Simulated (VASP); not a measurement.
Runs of VASP 6.6.1 on Ge. The structure is that of space group Fd-3m (No. 227), or close to it. The cells are those of the table. 

| task | level | potentials or basis | cell | gap on the mesh (eV) | pressure (GPa) |
| --- | --- | --- | --- | --- | --- |
| electric field gradients | PBE | VASP PAW PBE potentials, release 64 (Ge_d) | a = 3.981 Å, angles 60.7°, 2 atoms | - | 3.6 |
| single point | PBE | VASP PAW PBE potentials, release 64 (Ge_d) | a = 4.000 Å, angles 60.0°, 2 atoms | - | 3.6 |
| single point | PBE | VASP PAW PBE potentials, release 64 (Ge_d) | a = 3.974 Å, angles 60.0°, 2 atoms | 0.22 | 5.2 |
| single point | LDA | VASP PAW LDA potentials, release 64 (Ge_d) | a = 4.000 Å, angles 60.0°, 2 atoms | none | -1.1 |
| single point | PBE | VASP PAW PBE potentials, release 64 (Ge_d) | a = 4.027 Å, angles 60.0°, 2 atoms | none | (a) |

Alike in all rows: no spin polarisation; k mesh 10 × 10 × 10; cutoff (eV) 520; smearing fermi-dirac 0.05 eV.

Problem. Fill in the values left out.

Solution. (a) 2.1.

A k mesh can miss the band edges, and the runs leave out spin-orbit coupling on Ge.

A gap of «none» marks levels without a gap at the run's occupations.
